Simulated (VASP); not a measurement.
A run of VASP 6.6.1:

The input INCAR:

```
SYSTEM = CdF2
PREC = Accurate
ENCUT = 520
EDIFF = 1E-6
ISMEAR = 0
SIGMA = 0.05
LREAL = .FALSE.
LASPH = .TRUE.
NELM = 80
ALGO = Normal
ISIF = 2
LWAVE = .FALSE.
LCHARG = .TRUE.
GGA = PS
LELF = .TRUE.
LVHAR = .TRUE.
NBANDS = 20
```

The input KPOINTS:

```
Automatic mesh
0
G
  8 8 8
  0 0 0
```

The input POSCAR:

```
CdF2
1.0
    0.0000000000      2.7804817429      2.7254282044
    2.7804817429      0.0000000000      2.7254282044
    2.7804817429      2.7804817429      0.0000000000
Cd F
1 2
Direct
    0.0000000000      0.0000000000      0.0000000000
    0.2500000000      0.2500000000      0.2500000000
    0.7500000000      0.7500000000      0.7500000000
```

Potentials or basis: VASP PAW PBE potentials, release 64 (Cd, F).

Launch:

```console
$ cat potpaw_PBE.64/Cd/POTCAR potpaw_PBE.64/F/POTCAR > POTCAR
$ mpirun -np 1 vasp_std > vasp.out
```

Hardware: 1 thread of Intel Xeon 8259CL (shared host).

Question: How long does it take, and how much memory?

Answer: Run time: 96 s on 1 thread of Intel Xeon 8259CL, with other jobs on the host, peak memory 0.2 GiB. Counts: scf iterations 14, k points 59.
